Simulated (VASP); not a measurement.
# PbS (Pm-3m) in VASP: notebook

The runs below take PbS through single point, relaxation of cell and atoms, with PBE.

All numbers are computed with VASP 6.6.1; they aren't measurements. Logs are shortened: lines on timing, memory, paths and dates and some standing lists are left out, and cuts for length are marked.

### 1 The cell of the first run

It takes space group Pm-3m (No. 221, cubic). Conventional cell: a = 3.638 Å, b = 3.638 Å, c = 3.638 Å, α = 90.00°, β = 90.00°, γ = 90.00°. Pb (site symmetry m-3m) has 8 S at 3.15 Å and 6 Pb at 3.64 Å within 4.1 Å. S (site symmetry m-3m) has 8 Pb at 3.15 Å and 6 S at 3.64 Å within 4.1 Å.

### 2 Single point, PBE

INCAR reads:

```
ALGO = Normal
EDIFF = 1E-6
ENCUT = 520
GGA = PE
ISIF = 2
ISMEAR = 0
LASPH = True
LCHARG = False
LREAL = False
LWAVE = False
NBANDS = 17
NELM = 60
PREC = Accurate
SIGMA = 0.1
```

KPOINTS reads:

```
k-points
0
Gamma
  4 4 4
```

POSCAR reads:

```
PbS
1.0
    3.6382348641      0.0000000000      0.0000000000
    0.0000000000      3.6382348641      0.0000000000
    0.0000000000      0.0000000000      3.6382348641
Pb S
1 1
Direct
    0.0000000000      0.0000000000      0.0000000000
    0.5000000000      0.5000000000      0.5000000000
```

Potentials or basis: VASP PAW PBE potentials, release 64 (Pb_d, S).

On the command line:

```console
$ cat potpaw_PBE.64/Pb_d/POTCAR potpaw_PBE.64/S/POTCAR > POTCAR
$ mpirun -np 1 vasp_std > vasp.out
```

OUTCAR:

```text
EDIFF = 1E-6
   ENCUT = 520
   GGA = PE
   ISIF = 2
   ISMEAR = 0
   LASPH = True
   LREAL = False
   NELM = 60
   PREC = Accurate

 ion  position               nearest neighbor table
   1  0.000  0.000  0.000-   2 3.15   2 3.15   2 3.15   2 3.15   2 3.15   2 3.15   2 3.15   2 3.15

   2  0.500  0.500  0.500-   1 3.15   1 3.15   1 3.15   1 3.15   1 3.15   1 3.15   1 3.15   1 3.15

  LATTYP: Found a simple cubic cell.
 ALAT       =     3.6382348641

  Lattice vectors:

 A1 = (   3.6382348641,   0.0000000000,   0.0000000000)
 A2 = (   0.0000000000,   3.6382348641,   0.0000000000)
 A3 = (   0.0000000000,   0.0000000000,   3.6382348641)

Analysis of symmetry for initial positions (statically):
=====================================================================
 Subroutine PRICEL returns:
 Original cell was already a primitive cell.

 Routine SETGRP: Setting up the symmetry group for a
 simple cubic supercell.

 Subroutine GETGRP returns: Found 48 space group operations
 (whereof 48 operations were pure point group operations)
 out of a pool of 48 trial point group operations.

The static configuration has the point symmetry O_h .

Analysis of symmetry for dynamics (positions and initial velocities):
=====================================================================
 Subroutine PRICEL returns:
 Original cell was already a primitive cell.

 Routine SETGRP: Setting up the symmetry group for a
 simple cubic supercell.

 Subroutine GETGRP returns: Found 48 space group operations
 (whereof 48 operations were pure point group operations)
 out of a pool of 48 trial point group operations.

The dynamic configuration has the point symmetry O_h .

 Subroutine INISYM returns: Found 48 space group operations
 (whereof 48 operations are pure point group operations),
 and found     1 'primitive' translations

----------------------------------------------------------------------------------------

                                     Primitive cell

  volume of cell :      48.1584

  direct lattice vectors                    reciprocal lattice vectors
     3.638234864  0.000000000  0.000000000     0.274858561  0.000000000  0.000000000
     0.000000000  3.638234864  0.000000000     0.000000000  0.274858561  0.000000000
     0.000000000  0.000000000  3.638234864     0.000000000  0.000000000  0.274858561

  length of vectors
     3.638234864  3.638234864  3.638234864     0.274858561  0.274858561  0.274858561

  position of ions in fractional coordinates (direct lattice)
     0.000000000  0.000000000  0.000000000
     0.500000000  0.500000000  0.500000000

  ion indices of the primitive-cell ions
   primitive index   ion index
                 1           1
                 2           2

----------------------------------------------------------------------------------------

 KPOINTS: k-points

Automatic generation of k-mesh.
 Grid dimensions read from file:
 generate k-points for:    4    4    4

 Generating k-lattice:

  Cartesian coordinates                     Fractional coordinates (reciprocal lattice)
     0.068714640  0.000000000  0.000000000     0.250000000  0.000000000  0.000000000
     0.000000000  0.068714640  0.000000000     0.000000000  0.250000000  0.000000000
     0.000000000  0.000000000  0.068714640     0.000000000  0.000000000  0.250000000

  Length of vectors
     0.068714640  0.068714640  0.068714640

  Shift w.r.t. Gamma in fractional coordinates (k-lattice)
     0.000000000  0.000000000  0.000000000

 Subroutine IBZKPT returns following result:
 ===========================================

 Found     10 irreducible k-points:

 Following reciprocal coordinates:
            Coordinates               Weight
  0.000000  0.000000  0.000000      1.000000
  0.250000  0.000000  0.000000      6.000000
  0.500000  0.000000  0.000000      3.000000
  0.250000  0.250000  0.000000     12.000000
  0.500000  0.250000  0.000000     12.000000
  0.500000  0.500000  0.000000      3.000000
  0.250000  0.250000  0.250000      8.000000
  0.500000  0.250000  0.250000     12.000000
  0.500000  0.500000  0.250000      6.000000
  0.500000  0.500000  0.500000      1.000000
   k-points           NKPTS =     10   k-points in BZ     NKDIM =     10   number of bands    NBANDS=     17
   number of dos      NEDOS =    301   number of ions     NIONS =      2
   total plane-waves  NPLWV =  21952
   dimension x,y,z NGX =    28 NGY =   28 NGZ =   28
   dimension x,y,z NGXF=    56 NGYF=   56 NGZF=   56
   ions per type =               1   1
   NGX,Y,Z   is equivalent  to a cutoff of  12.79, 12.79, 12.79 a.u.
   NGXF,Y,Z  is equivalent  to a cutoff of  25.59, 25.59, 25.59 a.u.
 SYSTEM =  unknown system
   PREC   = accura    normal or accurate (medium, high low for compatibility)
   ISTART =      0    job   : 0-new  1-cont  2-samecut
   ICHARG =      2    charge: 1-file 2-atom 10-const
   ISPIN  =      1    spin polarized calculation?
   LNONCOLLINEAR =      F non collinear calculations
   LSORBIT =      F    spin-orbit coupling
   LASPH  =      T    aspherical Exc in radial PAW
   ENCUT  =  520.0 eV  38.22 Ry    6.18 a.u.   6.76  6.76  6.76*2*pi/ulx,y,z
   NELM   =     60;   NELMIN=  2; NELMDL= -5     # of ELM steps
   EDIFF  = 0.1E-05   stopping-criterion for ELM
   LREAL  =      F    real-space projection
   EDIFFG = 0.1E-04   stopping-criterion for IOM
   NSW    =      0    number of steps for IOM
   IBRION =     -1    ionic relax: 0-MD 1-quasi-New 2-CG
   NFREE  =      0    steps in history (QN), initial steepest desc. (CG)
   ISIF   =      2    stress and relaxation
   ISYM   =      2    0-nonsym 1-usesym 2-fastsym
   POTIM  = 0.5000    time-step for ionic-motion
   TEBEG  =    0.0;   TEEND  =   0.0 temperature during run
   PSTRESS=    0.0 pullay stress
   NELECT =      20.0000    total number of electrons
   NUPDOWN=      -1.0000    fix difference up-down
   EMIN   =  10.00;   EMAX   =-10.00  energy-range for DOS
   EFERMI =   0.00;   METHOD = LEGACY
   ISMEAR =     0;   SIGMA  =   0.10  broadening in eV -4-tet -1-fermi 0-gaus
   EFERMI_NEDOS =   21; number of points for ismear=-14 and -15
   IALGO  =     38    algorithm
   IMIX   =      4    mixing-type and parameters
     AMIX     =   0.40;   BMIX     =  1.00
     AMIX_MAG =   1.60;   BMIX_MAG =  1.00
  volume/ion in A,a.u.               =      24.08       162.49
  Fermi-wavevector in a.u.,A,eV,Ry     =   1.221408  2.308126 20.297682  1.491838
  Thomas-Fermi vector in A             =   2.356591
   LORBIT       =      0    0 simple, 1 ext, 2 COOP (PROOUT), +10 PAW based schemes
   GGA     = PE    functional components
   LHFCALC =     F    Hartree Fock is set to
   AEXX    =    0.0000 exact exchange contribution
   IVDW    =     0    specifies the selected vdW correction
   LEPSILON=     F    determine dielectric tensor
   LRPA    =     F    only Hartree local field effects (RPA)
 non-spin polarized calculation
 Gauss-broadening in eV      SIGMA  =   0.10
  energy-cutoff  :      520.00
  volume of cell :       48.16
 maximum number of plane-waves:      1328
 NGX is ok and might be reduce to    28
   NGX = 13   NGY = 13   NGZ = 13

 number of electron      19.9999995 magnetization

 Free energy of the ion-electron system (eV)
  ---------------------------------------------------
  ext. energy  EPLUGINS =         0.00000000
  ---------------------------------------------------
  free energy    TOTEN  =        -8.18324251 eV

  energy without entropy =       -8.18080183  energy(sigma->0) =       -8.18202217

 E-fermi :   6.0853     XC(G=0): -10.2304

 val. band max:        5.9861365964   @ k =   0.5000   0.5000   0.0000
 cond. band min:       6.1776114386   @ k =   0.5000   0.0000   0.0000
 fundamental gap:      0.1914748422
 Fermi energy:         6.0852729194

 k-point     1 :       0.0000    0.0000    0.0000
  band No.  band energies     occupation
      1     -10.6862      2.00000
      2     -10.6862      2.00000
      3     -10.4672      2.00000
      4     -10.4672      2.00000
      5     -10.4672      2.00000
      6      -6.9498      2.00000
[... 9 lines left out ...]
     16      19.0833      0.00000
     17      19.0836      0.00000

 k-point     2 :       0.2500    0.0000    0.0000
  band No.  band energies     occupation
      1     -10.6811      2.00000
      2     -10.6052      2.00000
      3     -10.4974      2.00000
      4     -10.4974      2.00000
      5     -10.4642      2.00000
      6      -6.4332      2.00000
[... 9 lines left out ...]
     16      17.5380      0.00000
     17      19.0599      0.00000

 k-point     3 :       0.5000    0.0000    0.0000
  band No.  band energies     occupation
      1     -10.6758      2.00000
      2     -10.5273      2.00000
      3     -10.5273      2.00000
      4     -10.5250      2.00000
      5     -10.4612      2.00000
      6      -5.6173      2.00000
[... 9 lines left out ...]
     16      19.0301      0.00000
     17      20.2130      0.00000

 k-point     4 :       0.2500    0.2500    0.0000
  band No.  band energies     occupation
      1     -10.6402      2.00000
      2     -10.5567      2.00000
      3     -10.5449      2.00000
      4     -10.4946      2.00000
      5     -10.4916      2.00000
      6      -5.9498      2.00000
[... 9 lines left out ...]
     16      16.5605      0.00000
     17      16.7492      0.00000

 k-point     5 :       0.5000    0.2500    0.0000
  band No.  band energies     occupation
      1     -10.6259      2.00000
      2     -10.5907      2.00000
      3     -10.5217      2.00000
      4     -10.4888      2.00000
      5     -10.4819      2.00000
      6      -5.2561      2.00000
[... 9 lines left out ...]
     16      17.2605      0.00000
     17      18.2835      0.00000

 k-point     6 :       0.5000    0.5000    0.0000
  band No.  band energies     occupation
      1     -10.6508      2.00000
      2     -10.5981      2.00000
      3     -10.5161      2.00000
      4     -10.5161      2.00000
      5     -10.4168      2.00000
      6      -4.8307      2.00000
[... 9 lines left out ...]
     16      15.7721      0.00000
     17      15.8874      0.00000

 k-point     7 :       0.2500    0.2500    0.2500
  band No.  band energies     occupation
      1     -10.5536      2.00000
      2     -10.5536      2.00000
      3     -10.5478      2.00000
      4     -10.5264      2.00000
      5     -10.5264      2.00000
      6      -5.5391      2.00000
[... 9 lines left out ...]
     16      16.7738      0.00000
     17      19.6950      0.00000

 k-point     8 :       0.5000    0.2500    0.2500
  band No.  band energies     occupation
      1     -10.5855      2.00000
      2     -10.5624      2.00000
      3     -10.5488      2.00000
      4     -10.5236      2.00000
      5     -10.4653      2.00000
      6      -5.0035      2.00000
[... 9 lines left out ...]
     16      16.7592      0.00000
     17      20.1353      0.00000

 k-point     9 :       0.5000    0.5000    0.2500
  band No.  band energies     occupation
      1     -10.6244      2.00000
      2     -10.5574      2.00000
      3     -10.5574      2.00000
      4     -10.5060      2.00000
      5     -10.4151      2.00000
      6      -4.7178      2.00000
[... 9 lines left out ...]
     16      18.1798      0.00000
     17      20.9733      0.00000

 k-point    10 :       0.5000    0.5000    0.5000
  band No.  band energies     occupation
      1     -10.5980      2.00000
      2     -10.5980      2.00000
      3     -10.5980      2.00000
      4     -10.4134      2.00000
      5     -10.4134      2.00000
      6      -4.5937      2.00000
[... 9 lines left out ...]
     16      20.1047      0.00000
     17      22.7183      0.00000

------------------------ aborting loop because EDIFF is reached ----------------------------------------

  FORCE on cell =-STRESS in cart. coord.  units (eV):
  Direction    XX          YY          ZZ          XY          YZ          ZX
  --------------------------------------------------------------------------------------
  -------------------------------------------------------------------------------------
  Total        0.0174703      0.0174703      0.0174703      0.0000000      0.0000000     -0.0000000
  in kB        0.5812183      0.5812183      0.5812183      0.0000000      0.0000000     -0.0000000
  external PRESSURE =       0.5812183 kB  Pullay stress =       0.0000000 kB

 VOLUME and BASIS-vectors are now :
 -----------------------------------------------------------------------------
  energy-cutoff  :      520.00
  volume of cell :       48.16
      direct lattice vectors                 reciprocal lattice vectors
     3.638234864  0.000000000  0.000000000     0.274858561  0.000000000  0.000000000
     0.000000000  3.638234864  0.000000000     0.000000000  0.274858561  0.000000000
     0.000000000  0.000000000  3.638234864     0.000000000  0.000000000  0.274858561

 POSITION                                       TOTAL-FORCE (eV/Angst)
 -----------------------------------------------------------------------------------
      0.00000      0.00000      0.00000         0.000000      0.000000      0.000000
      1.81912      1.81912      1.81912         0.000000      0.000000      0.000000
 -----------------------------------------------------------------------------------
    total drift:                               -0.000000      0.000000      0.000000

  FREE ENERGIE OF THE ION-ELECTRON SYSTEM (eV)
  ---------------------------------------------------
  free  energy   TOTEN  =        -8.1832425138 eV

  energy  without entropy=       -8.1808018268  energy(sigma->0) =       -8.18202217
```

Wall time 15 s (1 thread of Intel Xeon 8259CL, shared host); peak memory 0.15 GiB.

What came out:

```
Free energy            : -8.1832 eV
Pressure               : 0.1 GPa
Band gap on the k mesh : zero (bands 10 and 11 overlap by 0.42 eV)
```

Caveat: the k points lie up to 0.43 Å⁻¹ apart; semilocal functionals underestimate gaps, so a narrow gap can read as zero; spin-orbit coupling is left out, which moves the levels of the heavy elements.

### 3 Relaxation of cell and atoms, PBE

This run uses another cell than the first one, of 27.06 Å³/atom.

INCAR reads:

```
PREC     = Accurate       # precision mode
ENCUT    = 600            # plane-wave cutoff, eV
EDIFF    = 1E-6           # SCF threshold, eV
ISMEAR   = 0              # smearing method
SIGMA    = 0.1            # smearing width, eV
LREAL    = False          # projectors in reciprocal space
LASPH    = True           # aspherical terms in the spheres
NELM     = 80             # most SCF steps
ALGO     = Normal         # electronic algorithm
ISIF     = 3              # what is computed and relaxed
LWAVE    = False          # write WAVECAR
LCHARG   = False          # write CHGCAR
GGA      = PE             # functional
IBRION   = 2              # ionic algorithm
NSW      = 90             # ionic steps
EDIFFG   = -0.04          # ionic threshold
```

KPOINTS reads:

```
Automatic mesh
0
Gamma
  4 4 4
```

POSCAR reads:

```
PbS
1.0
    3.7826722540      0.0000000000      0.0000000000
    0.0000000000      3.7826722540      0.0000000000
    0.0000000000      0.0000000000      3.7826722540
Pb S
1 1
Direct
    0.0000000000      0.0000000000      0.0000000000
    0.5000000000      0.5000000000      0.5000000000
```

Potentials or basis: VASP PAW PBE potentials, release 64 (Pb_d, S).

On the command line:

```console
$ cat potpaw_PBE.64/Pb_d/POTCAR potpaw_PBE.64/S/POTCAR > POTCAR
$ mpirun -np 1 vasp_std > vasp.out
```

It took 30 s on 1 thread of Intel Xeon 8259CL, shared host; peak memory 0.17 GiB.

It converged, with:

```yaml
Free_energy: -8.1836 eV
Relaxed_volume: 24.20 Å³/atom
Relaxed_cell: a = 3.645 Å, b = 3.645 Å, c = 3.645 Å, α = 90.00°, β = 90.00°, γ = 90.00°
Space_group_after_relaxing_to_0.1_Å: Pm-3m (No. 221)
Energy_gained_by_relaxing: 45.2 meV/atom
Ionic_steps: 2
Pressure_after_relaxing: -0.1 GPa
Band_gap_on_the_k_mesh: zero (bands 10 and 11 overlap by 0.40 eV)
```

Step by step:
```tsv
step	energy change (eV)	largest force (eV/Å)	pressure (GPa)	volume (Å³)
1	0.0000	0.0000	-4.48	54.12
2	-0.0903	0.0000	-0.13	48.41
```

Final structure:
```
Pb S
1.0
     3.64455    0.00000    0.00000
     0.00000    3.64455    0.00000
     0.00000    0.00000    3.64455
Pb S
1 1
Cartesian
  0.0000 0.0000 0.0000
  1.8223 1.8223 1.8223
```

Levels at points of the mesh, in eV from the Fermi level:
```tsv
k point	band 7	band 8	band 9	band 10	band 11	band 12	band 13	band 14
(0.00, 0.00, 0.00)	-6.54	-1.42	-1.42	-1.42	5.66	5.66	6.75	6.75
(0.50, 0.00, 0.00)	-8.86	-0.29	-0.29	0.08	0.51	4.12	4.12	6.89
(0.50, 0.50, 0.00)	-7.10	-4.29	-4.29	-0.09	4.40	4.40	6.13	7.40
(0.50, 0.50, 0.50)	-5.79	-2.21	-2.21	-2.21	-0.31	-0.31	-0.31	13.97
```

Caveat: the k points lie up to 0.43 Å⁻¹ apart in the final cell; semilocal functionals underestimate gaps, so a narrow gap can read as zero; spin-orbit coupling is left out, which moves the levels of the heavy elements.
